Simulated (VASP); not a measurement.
A run of VASP 6.6.1 is set up as follows.

File INCAR:

```
PREC = Accurate ; ENCUT = 600
EDIFF = 1E-6 ; ISMEAR = 0
SIGMA = 0.1 ; LREAL = F
LASPH = T ; NELM = 80
ALGO = Normal ; ISIF = 3
LWAVE = F ; LCHARG = F
GGA = PE ; IBRION = 2
NSW = 100 ; EDIFFG = -0.01
```

Contents of KPOINTS:

```
regular mesh
0
Gamma
  8 8 8
```

Contents of POSCAR:

```
BiP6
1.0
    0.0000000000      4.6289584681      4.6289584681
    4.6289584681      0.0000000000      4.6289584681
    4.6289584681      4.6289584681      0.0000000000
Bi P
1 6
Direct
    0.0000000000      0.0000000000      0.0000000000
    0.6851407489      0.3148592511      0.3148592511
    0.3148592511      0.6851407489      0.6851407489
    0.3148592511      0.6851407489      0.3148592511
    0.6851407489      0.3148592511      0.6851407489
    0.3148592511      0.3148592511      0.6851407489
    0.6851407489      0.6851407489      0.3148592511
```

Potentials or basis: VASP PAW PBE potentials, release 64 (Bi_d, P).

Launch:

```bash
$ cat potpaw_PBE.64/Bi_d/POTCAR potpaw_PBE.64/P/POTCAR > POTCAR
$ mpirun -np 1 vasp_std > vasp.out
```

(1) Predict the relaxed cell.

(2) Predict the relaxed volume.

## Answers

(1) a = 6.549 Å, b = 6.549 Å, c = 6.549 Å, α = 60.00°, β = 60.00°, γ = 60.00°.

(2) 28.37 Å³/atom.
